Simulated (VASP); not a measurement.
The system is SnO2.

```
Sn O
1.0
     4.78800    0.00000    0.00000
     0.00000    4.86658    0.00000
     0.00000    0.00000    3.24090
Sn O
2 4
Direct
  0.00000 0.00000 0.00000
  0.50000 0.50000 0.50000
  0.70815 0.67896 0.00000
  0.20814 0.82104 0.50000
  0.79185 0.17896 0.50000
  0.29185 0.32104 0.00000
```

Program: VASP 6.6.1. Alike in all runs: task single point; potentials or basis VASP PAW PBE potentials, release 64 (Sn_d, O); no spin polarisation; cell as given; cutoff (eV) 520; smearing fermi-dirac 0.05 eV.

Question: Order these runs on this cell by their pressure, lowest first.
A. level RPBE; k mesh 5 × 5 × 6
B. level PBE; k mesh 5 × 5 × 6
C. level PBEsol; k mesh 6 × 6 × 8
D. level BLYP; k mesh 5 × 5 × 6
E. level r2SCAN; k mesh 5 × 5 × 6

Answer: E (-7.3 GPa), C (-5.8 GPa), B (0.0 GPa), A (4.0 GPa), D (5.5 GPa).

Caveats: the PAW data sets were made with another functional, which shifts forces and pressure a little (at least some runs); the cell stands under tension (at least some runs); the cell stands under pressure (at least some runs).
